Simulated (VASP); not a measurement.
# SrO (F-43m) in VASP: notebook

The runs below take SrO through single point, with r2SCAN+D3(BJ), r2SCAN.

Program: VASP 6.6.1. These are calculated values, not measurements. Logs are shortened: lines on timing, memory, paths and dates and some standing lists are left out, and cuts for length are marked.

### 1 The cell of the first run

Symmetry: F-43m, No. 216, cubic system. Conventional cell: a = 5.584 Å, b = 5.584 Å, c = 5.584 Å, α = 90.00°, β = 90.00°, γ = 90.00°. Sr (site symmetry -43m) has 4 O at 2.42 Å within 3.2 Å. O (site symmetry -43m) has 4 Sr at 2.42 Å within 3.2 Å.

### 2 Single point, r2SCAN+D3(BJ)

Contents of POSCAR:

```
SrO
1.0
    0.0000000000      2.7921730098      2.7921730098
    2.7921730098      0.0000000000      2.7921730098
    2.7921730098      2.7921730098      0.0000000000
Sr O
1 1
Direct
    0.0000000000      0.0000000000      0.0000000000
    0.2500000000      0.2500000000      0.2500000000
```

Contents of INCAR.step1:

```
PREC     = Accurate       # precision mode
ENCUT    = 520            # plane-wave cutoff, eV
ISMEAR   = 0              # smearing method
SIGMA    = 0.05           # smearing width, eV
LREAL    = False          # projectors in reciprocal space
LASPH    = True           # aspherical terms in the spheres
NELM     = 80             # most SCF steps
NBANDS   = 15             # bands
GGA      = PE             # functional
ALGO     = Normal         # electronic algorithm
EDIFF    = 1E-4           # SCF threshold, eV
LWAVE    = True           # write WAVECAR
LCHARG   = False          # write CHGCAR
```

Contents of INCAR.step2:

```
PREC     = Accurate       # precision mode
ENCUT    = 520            # plane-wave cutoff, eV
EDIFF    = 1E-6           # SCF threshold, eV
ISMEAR   = 0              # smearing method
SIGMA    = 0.05           # smearing width, eV
LREAL    = False          # projectors in reciprocal space
LASPH    = True           # aspherical terms in the spheres
NELM     = 80             # most SCF steps
ALGO     = Normal         # electronic algorithm
ISIF     = 2              # what is computed and relaxed
LWAVE    = False          # write WAVECAR
LCHARG   = False          # write CHGCAR
METAGGA  = R2SCAN         # meta-GGA
LMIXTAU  = True         
IVDW     = 12             # dispersion correction
VDW_S6   = 1.0          
VDW_S8   = 0.78981345   
VDW_A1   = 0.49484001   
VDW_A2   = 5.73083694   
NBANDS   = 15             # bands
ISTART   = 1
```

Contents of KPOINTS:

```
Automatic mesh
0
Gamma
  8 8 8
```

Potentials or basis: VASP PAW PBE potentials, release 64 (Sr_sv, O).

Started as:

```bash
$ cat potpaw_PBE.64/Sr_sv/POTCAR potpaw_PBE.64/O/POTCAR > POTCAR
$ cp INCAR.step1 INCAR
$ mpirun -np 1 vasp_std > vasp.out
$ cp INCAR.step2 INCAR
$ mpirun -np 1 vasp_std > vasp.out
```

OUTCAR:

```text
PREC = Accurate
   ENCUT = 520
   EDIFF = 1E-6
   ISMEAR = 0
   LREAL = False
   LASPH = True
   NELM = 80
   ISIF = 2
   METAGGA = R2SCAN
   IVDW = 12
   ISTART = 1
 IVDW          = 12

 ion  position               nearest neighbor table
   1  0.000  0.000  0.000-   2 2.42   2 2.42   2 2.42   2 2.42
   2  0.250  0.250  0.250-   1 2.42   1 2.42   1 2.42   1 2.42

  LATTYP: Found a face centered cubic cell.
 ALAT       =     5.5843460196

  Lattice vectors:

 A1 = (   0.0000000000,   2.7921730098,   2.7921730098)
 A2 = (   2.7921730098,   0.0000000000,   2.7921730098)
 A3 = (   2.7921730098,   2.7921730098,   0.0000000000)

Analysis of symmetry for initial positions (statically):
=====================================================================
 Subroutine PRICEL returns:
 Original cell was already a primitive cell.

 Routine SETGRP: Setting up the symmetry group for a
 face centered cubic supercell.

 Subroutine GETGRP returns: Found 24 space group operations
 (whereof 24 operations were pure point group operations)
 out of a pool of 48 trial point group operations.

The static configuration has the point symmetry T_d .

Analysis of symmetry for dynamics (positions and initial velocities):
=====================================================================
 Subroutine PRICEL returns:
 Original cell was already a primitive cell.

 Routine SETGRP: Setting up the symmetry group for a
 face centered cubic supercell.

 Subroutine GETGRP returns: Found 24 space group operations
 (whereof 24 operations were pure point group operations)
 out of a pool of 48 trial point group operations.

The dynamic configuration has the point symmetry T_d .

 Subroutine INISYM returns: Found 24 space group operations
 (whereof 24 operations are pure point group operations),
 and found     1 'primitive' translations

----------------------------------------------------------------------------------------

                                     Primitive cell

  volume of cell :      43.5368

  direct lattice vectors                    reciprocal lattice vectors
     0.000000000  2.792173010  2.792173010    -0.179071998  0.179071998  0.179071998
     2.792173010  0.000000000  2.792173010     0.179071998 -0.179071998  0.179071998
     2.792173010  2.792173010  0.000000000     0.179071998  0.179071998 -0.179071998

  length of vectors
     3.948728939  3.948728939  3.948728939     0.310161799  0.310161799  0.310161799

  position of ions in fractional coordinates (direct lattice)
     0.000000000  0.000000000  0.000000000
     0.250000000  0.250000000  0.250000000

  ion indices of the primitive-cell ions
   primitive index   ion index
                 1           1
                 2           2

----------------------------------------------------------------------------------------

 KPOINTS: Automatic mesh

Automatic generation of k-mesh.
 Grid dimensions read from file:
 generate k-points for:    8    8    8

 Generating k-lattice:

  Cartesian coordinates                     Fractional coordinates (reciprocal lattice)
    -0.022384000  0.022384000  0.022384000     0.125000000  0.000000000  0.000000000
     0.022384000 -0.022384000  0.022384000     0.000000000  0.125000000  0.000000000
     0.022384000  0.022384000 -0.022384000     0.000000000  0.000000000  0.125000000

  Length of vectors
     0.038770225  0.038770225  0.038770225

  Shift w.r.t. Gamma in fractional coordinates (k-lattice)
     0.000000000  0.000000000  0.000000000

 Subroutine IBZKPT returns following result:
 ===========================================

 Found     29 irreducible k-points:

 Following reciprocal coordinates:
            Coordinates               Weight
  0.000000  0.000000  0.000000      1.000000
  0.125000  0.000000  0.000000      8.000000
  0.250000  0.000000  0.000000      8.000000
  0.375000  0.000000  0.000000      8.000000
  0.500000  0.000000  0.000000      4.000000
  0.125000  0.125000  0.000000      6.000000
[... 16 lines left out ...]
  0.500000  0.250000  0.125000     48.000000
 -0.375000  0.250000  0.125000     24.000000
 [... further k-points ...]
   k-points           NKPTS =     29   k-points in BZ     NKDIM =     29   number of bands    NBANDS=     15
   number of dos      NEDOS =    301   number of ions     NIONS =      2
   total plane-waves  NPLWV =  27000
   dimension x,y,z NGX =    30 NGY =   30 NGZ =   30
   dimension x,y,z NGXF=    60 NGYF=   60 NGZF=   60
   ions per type =               1   1
   NGX,Y,Z   is equivalent  to a cutoff of  12.63, 12.63, 12.63 a.u.
   NGXF,Y,Z  is equivalent  to a cutoff of  25.26, 25.26, 25.26 a.u.
 SYSTEM =  unknown system
   PREC   = accura    normal or accurate (medium, high low for compatibility)
   ISTART =      1    job   : 0-new  1-cont  2-samecut
   ICHARG =      0    charge: 1-file 2-atom 10-const
   ISPIN  =      1    spin polarized calculation?
   LNONCOLLINEAR =      F non collinear calculations
   LSORBIT =      F    spin-orbit coupling
   LASPH  =      T    aspherical Exc in radial PAW
   ENCUT  =  520.0 eV  38.22 Ry    6.18 a.u.   7.34  7.34  7.34*2*pi/ulx,y,z
   NELM   =     80;   NELMIN=  2; NELMDL=  0     # of ELM steps
   EDIFF  = 0.1E-05   stopping-criterion for ELM
   LREAL  =      F    real-space projection
   EDIFFG = 0.1E-04   stopping-criterion for IOM
   NSW    =      0    number of steps for IOM
   IBRION =     -1    ionic relax: 0-MD 1-quasi-New 2-CG
   NFREE  =      0    steps in history (QN), initial steepest desc. (CG)
   ISIF   =      2    stress and relaxation
   ISYM   =      2    0-nonsym 1-usesym 2-fastsym
   POTIM  = 0.5000    time-step for ionic-motion
   TEBEG  =    0.0;   TEEND  =   0.0 temperature during run
   PSTRESS=    0.0 pullay stress
   NELECT =      16.0000    total number of electrons
   NUPDOWN=      -1.0000    fix difference up-down
   EMIN   =  10.00;   EMAX   =-10.00  energy-range for DOS
   EFERMI =   0.00;   METHOD = LEGACY
   ISMEAR =     0;   SIGMA  =   0.05  broadening in eV -4-tet -1-fermi 0-gaus
   EFERMI_NEDOS =   21; number of points for ismear=-14 and -15
   IALGO  =     38    algorithm
   IMIX   =      4    mixing-type and parameters
     AMIX     =   0.40;   BMIX     =  1.00
     AMIX_MAG =   1.60;   BMIX_MAG =  1.00
  volume/ion in A,a.u.               =      21.77       146.90
  Fermi-wavevector in a.u.,A,eV,Ry     =   1.172634  2.215957 18.708972  1.375071
  Thomas-Fermi vector in A             =   2.309060
   LORBIT       =      0    0 simple, 1 ext, 2 COOP (PROOUT), +10 PAW based schemes
   METAGGA = R2SCAN    functional components
   LHFCALC =     F    Hartree Fock is set to
   AEXX    =    0.0000 exact exchange contribution
   IVDW    =    12    specifies the selected vdW correction
   LEPSILON=     F    determine dielectric tensor
   LRPA    =     F    only Hartree local field effects (RPA)
 non-spin polarized calculation
 Gauss-broadening in eV      SIGMA  =   0.05
  energy-cutoff  :      520.00
  volume of cell :       43.54
 maximum number of plane-waves:      1211
 NGX is ok and might be reduce to    30
   NGX = 15   NGY = 15   NGZ = 15

 number of electron      16.0000001 magnetization

 Free energy of the ion-electron system (eV)
  ---------------------------------------------------
  ext. energy  EPLUGINS =         0.00000000
  ---------------------------------------------------
  free energy    TOTEN  =       -26.63172791 eV

  energy without entropy =      -26.63172791  energy(sigma->0) =      -26.63172791

 E-fermi :   0.1912     XC(G=0):  -9.1304

 val. band max:       -0.0263865409   @ k =  -0.2500   0.5000   0.2500
 cond. band min:       2.8771000138   @ k =   0.0000   0.0000   0.0000
 fundamental gap:      2.9034865547
 Fermi energy:         0.1911842898

 k-point     1 :       0.0000    0.0000    0.0000
  band No.  band energies     occupation
      1     -33.3174      2.00000
      2     -15.7610      2.00000
      3     -14.5823      2.00000
      4     -14.5823      2.00000
      5     -14.5823      2.00000
      6      -0.8735      2.00000
      7      -0.8735      2.00000
      8      -0.8735      2.00000
      9       2.8771      0.00000
     10       8.6567      0.00000
     11       8.6567      0.00000
     12       9.9691      0.00000
     13       9.9691      0.00000
     14       9.9691      0.00000
     15      15.3928      0.00000

 k-point     2 :       0.1250    0.0000    0.0000
  band No.  band energies     occupation
      1     -33.3082      2.00000
      2     -16.0212      2.00000
      3     -14.5953      2.00000
      4     -14.5953      2.00000
      5     -14.3571      2.00000
      6      -0.9616      2.00000
      7      -0.8211      2.00000
      8      -0.8211      2.00000
      9       3.3822      0.00000
     10       8.3179      0.00000
     11       8.3179      0.00000
     12       9.5916      0.00000
     13      10.3749      0.00000
     14      10.3750      0.00000
     15      14.2288      0.00000

 k-point     3 :       0.2500    0.0000    0.0000
  band No.  band energies     occupation
      1     -33.2860      2.00000
      2     -16.4565      2.00000
      3     -14.6265      2.00000
      4     -14.6265      2.00000
      5     -14.0138      2.00000
      6      -0.9950      2.00000
      7      -0.7024      2.00000
      8      -0.7024      2.00000
      9       4.4422      0.00000
     10       8.0084      0.00000
     11       8.0084      0.00000
     12       8.8546      0.00000
     13      10.7616      0.00000
     14      10.7616      0.00000
     15      12.8262      0.00000

 k-point     4 :       0.3750    0.0000    0.0000
  band No.  band energies     occupation
      1     -33.2636      2.00000
      2     -16.7838      2.00000
      3     -14.6573      2.00000
      4     -14.6573      2.00000
      5     -13.7880      2.00000
      6      -0.8429      2.00000
      7      -0.5967      2.00000
      8      -0.5967      2.00000
      9       5.3049      0.00000
     10       8.0479      0.00000
     11       8.0479      0.00000
     12       8.0568      0.00000
     13      10.6947      0.00000
     14      10.6947      0.00000
     15      12.5774      0.00000
[... 307 lines left out ...]
 k-point    22 :       0.3750    0.2500    0.1250
  band No.  band energies     occupation
      1     -33.2693      2.00000
      2     -16.6754      2.00000
      3     -14.7589      2.00000
      4     -14.6703      2.00000
      5     -13.7309      2.00000
      6      -1.1361      2.00000
      7      -0.5364      2.00000
      8      -0.5007      2.00000
      9       5.0998      0.00000
     10       6.5417      0.00000
     11       8.6854      0.00000
     12       9.4913      0.00000
     13      10.7687      0.00000
     14      10.9623      0.00000
     15      13.3084      0.00000

 k-point    23 :       0.5000    0.2500    0.1250
  band No.  band energies     occupation
      1     -33.2513      2.00000
      2     -16.8864      2.00000
      3     -14.8494      2.00000
      4     -14.7055      2.00000
      5     -13.5229      2.00000
      6      -0.9293      2.00000
      7      -0.5386      2.00000
      8      -0.3639      2.00000
      9       5.3204      0.00000
     10       6.5913      0.00000
     11       8.4966      0.00000
     12       9.4053      0.00000
     13      10.8157      0.00000
     14      11.3835      0.00000
     15      13.0324      0.00000

 k-point    24 :      -0.3750    0.2500    0.1250
  band No.  band energies     occupation
      1     -33.2438      2.00000
      2     -16.9654      2.00000
      3     -14.8846      2.00000
      4     -14.7229      2.00000
      5     -13.4458      2.00000
      6      -0.7078      2.00000
      7      -0.6482      2.00000
      8      -0.3032      2.00000
      9       5.2453      0.00000
     10       6.6857      0.00000
     11       8.3833      0.00000
     12       9.5561      0.00000
     13      10.7275      0.00000
     14      11.5705      0.00000
     15      13.1178      0.00000

 [... further k-points ...]

------------------------ aborting loop because EDIFF is reached ----------------------------------------

 Edisp (eV)   -0.18302

 E8    (eV) :    -0.0728

  FORCE on cell =-STRESS in cart. coord.  units (eV):
  Direction    XX          YY          ZZ          XY          YZ          ZX
  --------------------------------------------------------------------------------------
  -------------------------------------------------------------------------------------
  Total      -0.06182    -0.06182    -0.06182     0.00000     0.00000    -0.00000
  in kB      -2.27504    -2.27504    -2.27504     0.00000     0.00000    -0.00000
  external pressure =       -2.28 kB  Pullay stress =        0.00 kB

 VOLUME and BASIS-vectors are now :
 -----------------------------------------------------------------------------
  energy-cutoff  :      520.00
  volume of cell :       43.54
      direct lattice vectors                 reciprocal lattice vectors
     0.000000000  2.792173010  2.792173010    -0.179071998  0.179071998  0.179071998
     2.792173010  0.000000000  2.792173010     0.179071998 -0.179071998  0.179071998
     2.792173010  2.792173010  0.000000000     0.179071998  0.179071998 -0.179071998

 POSITION                                       TOTAL-FORCE (eV/Angst)
 -----------------------------------------------------------------------------------
      0.00000      0.00000      0.00000         0.000000      0.000000      0.000000
      1.39609      1.39609      1.39609        -0.000000     -0.000000     -0.000000
 -----------------------------------------------------------------------------------
    total drift:                                0.000000      0.000000      0.000000

  FREE ENERGIE OF THE ION-ELECTRON SYSTEM (eV)
  ---------------------------------------------------
  free  energy   TOTEN  =       -26.8147492874 eV

  energy  without entropy=      -26.8147492874  energy(sigma->0) =      -26.81474929
```

Wall time 43 s (1 thread of Intel Xeon 6975P-C (Granite Rapids), shared host); peak memory 0.19 GiB.

Results:

```yaml
Free_energy: -26.8147 eV
Pressure: -0.2 GPa
Band_gap_on_the_k_mesh: 2.90 eV, indirect (least direct gap 3.75 eV)
Dispersion_energy_per_atom: -0.092 eV
```

Caveat: the PAW data sets were made with another functional, which shifts forces and pressure a little. A k mesh can miss the band edges.

### 3 Single point, r2SCAN

This run uses another cell than the first one, of 22.05 Å³/atom, 1.013 times its volume.

Contents of POSCAR:

```
SrO
1.0
    0.0000000000      2.8041086179      2.8041086179
    2.8041086179      0.0000000000      2.8041086179
    2.8041086179      2.8041086179      0.0000000000
Sr O
1 1
Direct
    0.0000000000      0.0000000000      0.0000000000
    0.2500000000      0.2500000000      0.2500000000
```

Contents of INCAR.step1:

```
PREC = Accurate
ENCUT = 520
ISMEAR = 0
SIGMA = 0.05
LREAL = False
LASPH = True
NELM = 60
NBANDS = 15
GGA = PE
ALGO = Normal
EDIFF = 1E-4
LWAVE = True
LCHARG = False
```

Contents of INCAR.step2:

```
PREC = Accurate
ENCUT = 520
EDIFF = 1E-6
ISMEAR = 0
SIGMA = 0.05
LREAL = False
LASPH = True
NELM = 60
ALGO = Normal
ISIF = 2
LWAVE = False
LCHARG = False
METAGGA = R2SCAN
LMIXTAU = True
NBANDS = 15
ISTART = 1
```

Contents of KPOINTS:

```
regular mesh
0
Gamma
  8 8 8
```

Potentials or basis: VASP PAW PBE potentials, release 64 (Sr_sv, O).

Started as:

```bash
$ cat potpaw_PBE.64/Sr_sv/POTCAR potpaw_PBE.64/O/POTCAR > POTCAR
$ cp INCAR.step1 INCAR
$ mpirun -np 1 vasp_std > vasp.out
$ cp INCAR.step2 INCAR
$ mpirun -np 1 vasp_std > vasp.out
```

It took 44 s on 1 thread of Intel Xeon 6975P-C (Granite Rapids), shared host; peak memory 0.17 GiB.

The run converged. Its results:

* Free energy: -26.6322 eV
* Pressure: -0.4 GPa
* Band gap on the k mesh: 2.87 eV, indirect (least direct gap 3.69 eV)

Levels at points of the mesh, in eV from the valence-band top:
| k point | band 5 | band 6 | band 7 | band 8 | band 9 | band 10 | band 11 | band 12 |
| --- | --- | --- | --- | --- | --- | --- | --- | --- |
| (0.00, 0.00, 0.00) | -14.61 | -0.82 | -0.82 | -0.82 | 2.87 | 8.63 | 8.63 | 9.92 |
| (0.50, 0.00, 0.00) | -13.74 | -0.70 | -0.51 | -0.51 | 5.60 | 7.58 | 8.14 | 8.14 |
| (0.50, 0.50, 0.00) | -13.42 | -1.37 | -0.01 | -0.01 | 4.88 | 6.19 | 10.23 | 10.52 |

Caveat: the PAW data sets were made with another functional, which shifts forces and pressure a little. A k mesh can miss the band edges.
